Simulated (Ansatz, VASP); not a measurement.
**Y in VASP and in Ansatz**

```
CELL_PARAMETERS angstrom
3.83407 0.00000 0.00000
-1.91704 3.32041 0.00000
0.00000 0.00000 5.46003
ATOMIC_POSITIONS crystal
Y 0.33333 0.66667 0.25000
Y 0.66667 0.33333 0.75000
```

Change from the starting cell: strain +0.050 along x and y, -0.050 along z, atoms carried along.

Alike in both runs: task single point; functional PBE; k mesh 18 × 18 × 8; occupations gaussian, width 0.15 eV; no spin polarisation.

```csv
,VASP,Ansatz
version,VASP 6.6.1,Ansatz 0.2.0
potentials or method,"VASP PAW PBE potentials, release 64 (Y_sv), cutoff 520 eV","scalar-relativistic, plane waves, PAW"
valence electrons in the cell,22,22
```

VASP gave:

```
gap on the k mesh at the Fermi level (eV)                     : none
pressure (GPa)                                                : -2.1
traceless stress, the component that is largest in VASP (GPa) : 3.17
```

Problem. Which values does Ansatz return?

Solution. gap on the k mesh at the Fermi level (eV): none; pressure (GPa): -2.0; traceless stress, the component that is largest in VASP (GPa): 3.17.

A gap of «none» marks a metal or a gap that the smearing closes. With one functional, cell and mesh, what is left measures potentials, basis and numerics.
